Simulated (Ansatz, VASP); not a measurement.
## One calculation of Ni, two programs

```
Ni
1.0
     0.00000    1.76795    1.76795
     1.76795    0.00000    1.76795
     1.76795    1.76795    0.00000
Ni
1
Direct
  0.00000 0.00000 0.00000
```

Alike in both runs: task single point; functional LDA; k mesh 18 × 18 × 18; occupations fermi-dirac, width 0.05 eV; collinear spin.

|  | VASP | Ansatz |
| --- | --- | --- |
| version | VASP 6.6.1 | Ansatz 0.2.0 |
| potentials or method | VASP PAW LDA potentials, release 64 (Ni), cutoff 520 eV | all-electron LAPW, scalar-relativistic |

```csv
,VASP,Ansatz,Ansatz less VASP
pressure (GPa),-19.3,-19.6,-0.38
net moment per atom (μB),0.60,0.61,+0.011
size of the moment on the site where the two differ most (μB),0.61,0.63,+0.023
```

LDA's correlation is that of Perdew and Zunger in VASP and of Perdew and Wang (1992) in Ansatz. Site moments also hang on the region over which each program counts them. Ansatz ran all-electron here, and VASP with PAW potentials.
